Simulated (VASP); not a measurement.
A run of VASP 6.6.1:

Contents of INCAR:

```
  PREC = Accurate
  ENCUT = 520
  EDIFF = 1E-6
  ISMEAR = 0
  SIGMA = 0.018000000000000002
  LREAL = F
  LASPH = T
  NELM = 60
  ALGO = Normal
  ISIF = 2
  LWAVE = F
  LCHARG = T
  GGA = PE
  LELF = T
  LVHAR = T
  NBANDS = 14
```

KPOINTS

```
regular mesh
0
Gamma
  10 10 10
```

File POSCAR:

```
HfC
1.0
    0.0000000000      2.3250000000      2.3250000000
    2.3250000000      0.0000000000      2.3250000000
    2.3250000000      2.3250000000      0.0000000000
Hf C
1 1
Direct
    0.5000000000      0.5000000000      0.5000000000
    0.0000000000      0.0000000000      0.0000000000
```

Potentials or basis: VASP PAW PBE potentials, release 64 (Hf_pv, C).

Command:

```console
$ cat potpaw_PBE.64/Hf_pv/POTCAR potpaw_PBE.64/C/POTCAR > POTCAR
$ mpirun -np 1 vasp_std > vasp.out
```

Hardware: 1 thread of Intel Xeon 6975P-C, with other jobs on the host.

Problem. How long does it take, and how much memory?

Solution. It took 22 s on 1 thread of Intel Xeon 6975P-C, with other jobs on the host, peak memory 0.15 GiB. Counts: scf iterations 12, k points 47.
